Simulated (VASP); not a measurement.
## BN: single point with LDA

The system is BN.

```
B N
1.0
     2.58212    0.00000    0.00000
    -1.29106    2.18527    0.00000
     0.00000    0.00000    4.17522
B N
2 2
Direct
  0.66667 0.33333 0.99971
  0.33333 0.66667 0.49971
  0.66667 0.33333 0.62529
  0.33333 0.66667 0.12529
```

This cell differs from its parent crystal: mode 4 frozen in at +0.000 Å, normal strain along x +0.0233.

```yaml
Program: VASP 6.6.1
Task: single point
Functional: LDA
Potentials_or_basis: VASP PAW LDA potentials, release 64 (B, N)
Cutoff: 600 eV
k_mesh: 12 × 12 × 6
Occupations: gaussian, width 0.05 eV
Spin: no spin polarisation
Dipole_correction: no
Further_INCAR_settings: ALGO = Normal; EDIFF = 1e-06; NBANDS = 16
```

* Pressure: -8.0 GPa
* Largest force: 0.112 eV/Å
* Band gap on the k mesh: 4.92 eV, indirect (least direct gap 7.89 eV)

Forces on the atoms (eV/Å):
```
B    0.000  0.057  0.026
B    0.000 -0.057  0.026
N    0.000  0.108 -0.026
N    0.000 -0.108 -0.026
```

Stress tensor (GPa, compression positive):
```
-21.05   0.00   0.00
  0.00  -2.31   0.00
  0.00   0.00  -0.77
```

Levels at points of the mesh, in eV from the valence-band top:
```tsv
k point	band 4	band 5	band 6	band 7	band 8	band 9	band 10	band 11	band 12	band 13
(0.00, 0.00, 0.00)	-2.36	-2.22	-0.31	-0.12	0.00	7.89	8.14	8.80	9.49	10.58
(0.50, 0.00, 0.00)	-7.74	-7.08	-5.03	-4.55	-2.04	6.66	7.86	10.45	11.52	13.07
(0.00, 0.50, 0.00)	-7.78	-6.84	-5.39	-4.57	-2.34	6.03	7.76	10.10	10.99	13.25
(0.00, 0.00, 0.50)	-5.67	-1.37	-1.37	-1.23	-1.23	9.12	9.12	9.47	9.47	10.03
(0.50, 0.00, 0.50)	-10.13	-3.79	-3.79	-3.59	-3.59	6.56	6.56	10.04	10.04	14.12
(0.00, 0.50, 0.50)	-10.06	-4.11	-4.11	-3.55	-3.55	6.25	6.25	9.92	9.92	13.94
```

Wall time 21 s on 1 thread of Intel(R) Xeon(R) 6975P-C (Granite Rapids), on a shared host, peak memory 0.17 GiB.

Caveat: the cell differs from its parent crystal (mode 4 frozen in at +0.000 Å, normal strain along x +0.0233). A k mesh can miss the band edges.
